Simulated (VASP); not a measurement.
Write the native input for VASP 6.6.1 that does the following.

* Task: single point
* Functional: PBE
* Potentials or basis: VASP PAW PBE potentials, release 64 (Ag_sv_GW, Cl)
* Cutoff: 630 eV
* k mesh: 8 × 8 × 8
* Occupations: fermi-dirac, width 0.02 eV
* Spin: no spin polarisation
* Dipole correction: no
* Further INCAR settings: ALGO = Normal; EDIFF = 1e-06; NBANDS = 20

The structure of AgCl lies in POSCAR:

```
AgCl
1.0
    3.3984424694      0.0147389856      0.0147389856
    0.0147389856      3.3984424694      0.0147389856
    0.0147389856      0.0147389856      3.3984424694
Ag Cl
1 1
Direct
    0.0000000000      0.0000000000      0.0000000000
    0.5000000000      0.5000000000      0.5000000000
```

This cell differs from its parent crystal: epitaxial 111 strain -0.3%.

The input as run:

INCAR

```
PREC = Accurate
ENCUT = 630
EDIFF = 1E-6
ISMEAR = -1
SIGMA = 0.02
LREAL = F
LASPH = T
NELM = 120
ALGO = Normal
ISIF = 2
LWAVE = F
LCHARG = F
GGA = PE
NBANDS = 20
GGA_COMPAT = F
```

KPOINTS

```
regular mesh
0
Gamma
  8 8 8
```

Potentials or basis: VASP PAW PBE potentials, release 64 (Ag_sv_GW, Cl).

Run with:

```sh
$ cat potpaw_PBE.64/Ag_sv_GW/POTCAR potpaw_PBE.64/Cl/POTCAR > POTCAR
$ mpirun -np 1 vasp_std > vasp.out
```

It gave:

The pressure is 1.3 GPa and the band gap on the k mesh is 0.56 eV (least direct gap 2.15 eV).

Caveat: the cell differs from its parent crystal (epitaxial 111 strain -0.3%); the structure was generated, so it needn't be the stable form of AgCl; semilocal functionals underestimate gaps, and a narrow one can read as zero.

Wall time 51 s on 1 thread of Intel(R) Xeon(R) Platinum 8259CL CPU @ 2.50GHz (Skylake/Cascade Lake), with other jobs on the host, peak memory 0.22 GiB.
